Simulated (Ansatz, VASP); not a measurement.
# GaAs in VASP and in Ansatz

```
Ga As
1.0
     0.00000    2.87190    2.80001
     2.87190    0.00000    2.80001
     2.87190    2.87190    0.00000
Ga As
1 1
Direct
  0.00000 0.00000 0.00000
  0.25000 0.25000 0.25000
```

Change from the starting cell: epitaxial_xy strain +1.4%.

Alike in both runs: task single point; functional PBE; k mesh 8 × 8 × 8; occupations fermi-dirac, width 0.02 eV; no spin polarisation.

```csv
,VASP,Ansatz
version,VASP 6.6.1,Ansatz 0.2.0
potentials or method,"VASP PAW PBE potentials, release 64 (Ga_d, As)","plane waves, PAW"
plane-wave cutoff (eV),520,420
valence electrons in the cell,18,28
```

Ansatz gave:

```
pressure (GPa)                                                : 1.7
traceless stress, the component that is largest in VASP (GPa) : 0.95
```

Problem. What did VASP give for the same quantities?

Solution. Pressure (GPa): 1.8; traceless stress, the component that is largest in VASP (GPa): 0.94.

VASP's potentials hold 18 valence electrons a cell and Ansatz's 28, so a difference there can come from the potentials and not from the codes.
